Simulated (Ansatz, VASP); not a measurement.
## MgO in VASP and in Ansatz

```
Mg O
1.0
     2.99564    0.00000    0.00000
    -1.49782    2.59430    0.00000
     0.00000    0.00000    2.73224
Mg O
1 1
Direct
  0.00000 0.00000 0.00000
  0.33333 0.66667 0.50000
```

Alike in both runs: task single point; functional PBE; k mesh 10 × 10 × 10; occupations fermi-dirac, width 0.05 eV; no spin polarisation.

|  | VASP | Ansatz |
| --- | --- | --- |
| version | VASP 6.6.1 | Ansatz 0.2.0 |
| potentials or method | VASP PAW PBE potentials, release 64 (Mg, O) | Ansatz PAW soft_1 |
| plane-wave cutoff (eV) | 520 | 420 |
| valence electrons in the cell | 8 | 16 |

```csv
,VASP,Ansatz,Ansatz less VASP
gap on the k mesh at the Fermi level (eV),2.58,2.61,+0.022
least direct gap on the mesh (eV),2.97,2.99,+0.020
pressure (GPa),-7.8,-7.1,+0.66
"traceless stress, the component that is largest in VASP (GPa)",-1.22,-1.15,+0.077
```

VASP's potentials hold 8 valence electrons a cell and Ansatz's 16, so a difference there can come from the potentials and not from the codes.
